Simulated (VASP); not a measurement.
Here is a VASP 6.6.1 calculation.

File INCAR:

```
SYSTEM = Zr
ALGO = Normal
EDIFF = 1E-6
ENCUT = 520
GGA = PE
ISIF = 2
ISMEAR = -1
IVDW = 13
LASPH = .TRUE.
LCHARG = .FALSE.
LREAL = .FALSE.
LWAVE = .FALSE.
NBANDS = 19
NELM = 80
PREC = Accurate
SIGMA = 0.05
```

File KPOINTS:

```
k-points
0
G
  8 8 5
  0 0 0
```

Contents of POSCAR:

```
Zr
1.0
    3.2745311931      0.0000000000      0.0000000000
   -1.6372655966      2.8358270923      0.0000000000
    0.0000000000      0.0000000000      5.2147314515
Zr
2
Direct
    0.3333333333      0.6666666667      0.2500000000
    0.6666666667      0.3333333333      0.7500000000
```

Potentials or basis: VASP PAW PBE potentials, release 64 (Zr_sv).

Launch:

```sh
$ cat potpaw_PBE.64/Zr_sv/POTCAR > POTCAR
$ mpirun -np 1 vasp_std > vasp.out
```

(1) Estimate the pressure.

(2) Predict the band gap on the k mesh.

Results:

(1) -4.2 GPa.

(2) zero (band 12 reaches 9.42 eV, above the bottom of band 13 at 8.33 eV).

Caveat: pairwise dispersion overbinds metals, which lowers pressure and volume.
